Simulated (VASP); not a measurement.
Wanted: the native input for a VASP 6.6.1 run.

```yaml
Task: single point
Functional: PBE
Potentials_or_basis: VASP PAW PBE potentials, release 64 (Sn_d, Se, S)
Cutoff: 520 eV
k_mesh: 4 × 4 × 2
Occupations: gaussian, width 0.1 eV
Spin: no spin polarisation
Dipole_correction: no
Further_INCAR_settings: ALGO = Normal; EDIFF = 1e-06; NBANDS = 50
```

The structure of Sn4SeS3 lies in POSCAR:

```
Sn4SeS3
1.0
    4.2120904100      0.0000000000      0.0000000000
    0.0000000000      4.2120904100      0.0000000000
    0.0000000000      0.0000000000     11.9135907700
Sn Se S
4 1 3
Direct
    0.0000000000      0.0000000000      0.0000000000
    0.5000000000      0.5000000000      0.2500000000
    0.0000000000      0.0000000000      0.5000000000
    0.5000000000      0.5000000000      0.7500000000
    0.5000000000      0.5000000000      0.0000000000
    0.0000000000      0.0000000000      0.2500000000
    0.5000000000      0.5000000000      0.5000000000
    0.0000000000      0.0000000000      0.7500000000
```

One way to write it, as run:

INCAR

```
SYSTEM = Sn4SeS3
PREC = Accurate
ENCUT = 520
EDIFF = 1E-6
ISMEAR = 0
SIGMA = 0.1
LREAL = .FALSE.
LASPH = .TRUE.
NELM = 80
ALGO = Normal
ISIF = 2
LWAVE = .FALSE.
LCHARG = .FALSE.
GGA = PE
NBANDS = 50
```

KPOINTS

```
Automatic mesh
0
G
  4 4 2
  0 0 0
```

Potentials or basis: VASP PAW PBE potentials, release 64 (Sn_d, Se, S).

The run is started by

```sh
$ cat potpaw_PBE.64/Sn_d/POTCAR potpaw_PBE.64/Se/POTCAR potpaw_PBE.64/S/POTCAR > POTCAR
$ mpirun -np 1 vasp_std > vasp.out
```

It gave:

* Pressure: -1.9 GPa
* Largest force: 0.281 eV/Å
* Band gap on the k mesh: 0.31 eV, direct

Caveat: spin-orbit coupling is left out, which moves the levels of the heavy elements.

It took 93 s on 1 thread of Intel(R) Xeon(R) Platinum 8375C CPU @ 2.90GHz (Ice Lake) (shared host), peak memory 0.34 GiB.
